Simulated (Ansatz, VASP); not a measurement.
MgO: VASP beside Ansatz

INCAR

```
PREC = Accurate ; ENCUT = 520
EDIFF = 1E-7 ; ISMEAR = 0
SIGMA = 0.05 ; LREAL = F
LASPH = T ; NELM = 80
ALGO = Normal ; ISIF = 2
LWAVE = F ; LCHARG = F
GGA = PS ; NBANDS = 11
```

File KPOINTS:

```
Automatic mesh
0
Gamma
  10 10 10
```

File POSCAR:

```
MgO
1.0
    0.0000000000      2.1075959641      2.1075959641
    2.1075959641      0.0000000000      2.1075959641
    2.1075959641      2.1075959641      0.0000000000
Mg O
1 1
Direct
   -0.0126180202      0.0126180202      0.0126180202
    0.5191687594      0.4808312406      0.4808312406
```

Input for Ansatz:

```yaml
crystal:
  lattice:
    - [0.0, 2.1075959641, 2.1075959641]
    - [2.1075959641, 0.0, 2.1075959641]
    - [2.1075959641, 2.1075959641, 0.0]
  atoms:
    - { symbol: Mg, position: [-0.0126180202, 0.0126180202, 0.0126180202] }
    - { symbol: O, position: [0.5191687594, 0.4808312406, 0.4808312406] }
basis:
  ecutwfc: 520.0
kpoints:
  mp_grid: { grid: [10, 10, 10] }
hamiltonian:
  xc: pbesol
  pseudopotentials: { kind: paw, azcp: { folder: soft_1 } }
scf:
  occupations: { method: gaussian, width: 0.05 }
output:
  forces: true
  stress: true
  eigenvalues: true
```

Change from the starting cell: mode 4 frozen in at -0.081 Å and mode 5 at +0.000 Å (largest displacements).

Alike in both runs: task single point; functional PBEsol; k mesh 10 × 10 × 10; occupations gaussian, width 0.05 eV; no spin polarisation.

|  | VASP | Ansatz |
| --- | --- | --- |
| version | VASP 6.6.1 | Ansatz 0.2.0 |
| potentials or method | VASP PAW PBE potentials, release 64 (Mg, O), cutoff 520 eV | scalar-relativistic, plane waves, PAW |
| valence electrons in the cell | 8 | 16 |

|  | VASP | Ansatz | Ansatz less VASP |
| --- | --- | --- | --- |
| gap on the k mesh at the Fermi level (eV) | 4.61 | 4.61 | +0.006 |
| least direct gap on the mesh (eV) | 4.61 | 4.61 | +0.006 |
| pressure (GPa) | 1.2 | 1.7 | +0.56 |
| traceless stress, the component that is largest in VASP (GPa) | 4.36 | 4.28 | -0.087 |
| rms of the force components (eV/Å) | 0.470 | 0.464 | -0.0057 |

VASP's potentials were made for PBE, not for PBEsol, and Ansatz warns of the same on its side. Atom by atom the forces differ by 0.006 eV/Å (rms over components). VASP's potentials hold 8 valence electrons a cell and Ansatz's 16, so a difference there can come from the potentials and not from the codes.
